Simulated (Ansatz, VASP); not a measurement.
**ZrP3 in VASP and in Ansatz**

```xyz
4
Lattice="0.0000 3.7003 0.0000 3.7003 0.0000 0.0000 1.8501 1.8501 -4.7581" Properties=species:S:1:pos:R:3 pbc="T T T"
Zr    0.0000    0.0000    0.0000
P     1.8501    1.8501    0.0000
P     1.8501    3.7003   -2.3790
P     3.7003    1.8501   -2.3790
```

Alike in both runs: functional r2SCAN; k mesh 5 × 5 × 5; occupations gaussian, width 0.1008 eV; no spin polarisation.

Ansatz relaxed the structure, and its values are those at the end. VASP's run is a single point on that final structure, the one shown.

|  | VASP | Ansatz |
| --- | --- | --- |
| version | VASP 6.6.1 | Ansatz 0.2.0 |
| potentials or method | VASP PAW PBE potentials, release 64 (Zr_sv, P), cutoff 520 eV | PAW plane waves |
| valence electrons in the cell | 27 | 27 |

|  | VASP | Ansatz | Ansatz less VASP |
| --- | --- | --- | --- |
| gap on the k mesh at the Fermi level (eV) | none | none | - |
| pressure (GPa) | -0.1 | 0.0 | +0.12 |

VASP's potentials were made for PBE, not for r2SCAN. A gap of «none» marks a metal or a gap that the smearing closes.

The k mesh is coarse, so the values compare programs but aren't converged.
